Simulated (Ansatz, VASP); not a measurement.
**Mg in VASP and in Ansatz**

```
Mg
1.0
     3.13891    0.09871    0.00247
    -1.48397    2.76771    0.00246
     0.00247    0.00426    3.00748
Mg
1
Direct
  0.00000 0.00000 0.00000
```

Alike in both runs: task single point; functional PBE; k mesh 14 × 14 × 12; occupations gaussian, width 0.1 eV; no spin polarisation.

```csv
,VASP,Ansatz
version,VASP 6.6.1,Ansatz 0.2.0
potentials or method,"VASP PAW PBE potentials, release 64 (Mg), cutoff 600 eV","scalar-relativistic, plane waves, PAW"
valence electrons in the cell,2,10
```

|  | VASP | Ansatz | Ansatz less VASP |
| --- | --- | --- | --- |
| gap on the k mesh at the Fermi level (eV) | none | none | - |
| pressure (GPa) | -1.1 | -1.0 | +0.08 |
| traceless stress, the component that is largest in VASP (GPa) | 2.37 | 2.35 | -0.014 |

A gap of «none» marks a metal or a gap that the smearing closes. With one functional, cell and mesh, what is left measures potentials, basis and numerics. VASP's potentials hold 2 valence electrons a cell and Ansatz's 10, so a difference there can come from the potentials and not from the codes. Ansatz's warnings: near symmetry operations not taken.
